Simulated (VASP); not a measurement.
Here is a VASP 6.6.1 calculation.

INCAR

```
PREC     = Accurate       # precision mode
ENCUT    = 520            # plane-wave cutoff, eV
EDIFF    = 1E-6           # SCF threshold, eV
ISMEAR   = 0              # smearing method
SIGMA    = 0.15           # smearing width, eV
LREAL    = F              # projectors in reciprocal space
LASPH    = T              # aspherical terms in the spheres
NELM     = 100            # most SCF steps
ALGO     = Fast           # electronic algorithm
ISIF     = 2              # what is computed and relaxed
LWAVE    = F              # write WAVECAR
LCHARG   = F              # write CHGCAR
GGA      = PE             # functional
NBANDS   = 11             # bands
```

Contents of KPOINTS:

```
Automatic mesh
0
Gamma
  16 16 16
```

The input POSCAR:

```
Sr
1.0
    0.0000000000      3.4150943274      2.4144716895
    3.4150943274      0.0000000000      2.4144716895
    3.4150943274      3.4150943274      0.0000000000
Sr
1
Direct
    0.0000000000      0.0000000000      0.0000000000
```

Potentials or basis: VASP PAW PBE potentials, release 64 (Sr_sv).

Launch:

```bash
$ cat potpaw_PBE.64/Sr_sv/POTCAR > POTCAR
$ mpirun -np 1 vasp_std > vasp.out
```

Predict the band gap on the k mesh.

zero (band 5 reaches 1.84 eV, above the bottom of band 6 at 1.40 eV).

Predict the pressure.

-0.4 GPa.
